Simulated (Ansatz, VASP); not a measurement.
One calculation of Cr, two programs

POSCAR

```
Cr
1.0
    3.0475208166      0.0000000000      0.0000000000
   -1.5237604083      2.6392304457      0.0000000000
    0.0000000000      0.0000000000      4.1404498993
Cr
2
Direct
    0.3333333333      0.6666666667      0.2500000000
    0.6666666667      0.3333333333      0.7500000000
```

INCAR.step1

```
ALGO = Normal
EDIFF = 1E-4
ENCUT = 520
GGA = PE
ISMEAR = -1
ISPIN = 2
LASPH = T
LCHARG = F
LMAXMIX = 4
LREAL = F
LWAVE = T
MAGMOM = 3.096 -3.096
NBANDS = 23
NELM = 150
PREC = Accurate
SIGMA = 0.05
```

INCAR.step2

```
ALGO = Normal
EDIFF = 1E-6
ENCUT = 520
ISIF = 2
ISMEAR = -1
ISPIN = 2
ISTART = 1
LASPH = T
LCHARG = F
LMAXMIX = 4
LMIXTAU = T
LORBIT = 11
LREAL = F
LWAVE = F
MAGMOM = 3.096 -3.096
METAGGA = R2SCAN
NBANDS = 23
NELM = 150
PREC = Accurate
SIGMA = 0.05
```

The input KPOINTS:

```
k-points
0
Gamma
  14 14 9
```

Input for Ansatz:

```yaml
crystal:
  lattice:
    - [3.0475208166, 0.0, 0.0]
    - [-1.5237604083, 2.6392304457, 0.0]
    - [0.0, 0.0, 4.1404498993]
  atoms:
    - { symbol: Cr, position: [0.3333333333, 0.6666666667, 0.25], spin: 3.096 }
    - { symbol: Cr, position: [0.6666666667, 0.3333333333, 0.75], spin: -3.096 }
hamiltonian:
  xc: r2scan
  pseudopotentials:
    kind: paw
    azcp:
      Cr: "pseudopotentials/Cr.paw.azcp"
basis:
  ecutwfc: 500
  fft_grid_basis: typed
kpoints:
  mp_grid: { grid: [14, 14, 9], shift: [0, 0, 0] }
magnetization:
  spin_polarized: true
scf:
  occupations: { method: fermi_dirac, width: 0.05 }
  lower_state_search: "off"
output:
  stress: true
  write_density: true
  write_potential: true
  elf: true
  volumetric_format: npy
```

Alike in both runs: task single point; functional r2SCAN; k mesh 14 × 14 × 9; occupations fermi-dirac, width 0.05 eV; collinear spin.

```csv
,VASP,Ansatz
version,VASP 6.6.1,Ansatz 0.2.0
potentials or method,"VASP PAW PBE potentials, release 64 (Cr_pv), cutoff 520 eV","plane waves (500 eV) with PAW, scalar-relativistic"
valence electrons in the cell,24,28
```

|  | VASP | Ansatz | Ansatz less VASP |
| --- | --- | --- | --- |
| pressure (GPa) | -6.0 | -6.2 | -0.17 |
| traceless stress, the component that is largest in VASP (GPa) | -0.07 | -0.30 | -0.232 |
| net moment per atom (μB) | 0.00 | 0.00 | 0.000 |
| size of the moment on the site where the two differ most (μB) | 3.52 | 3.43 | -0.087 |

VASP's potentials were made for PBE, not for r2SCAN. Site moments also hang on the region over which each program counts them. VASP's potentials hold 24 valence electrons a cell and Ansatz's 28, so a difference there can come from the potentials and not from the codes. Ansatz's warnings: stability check not made.
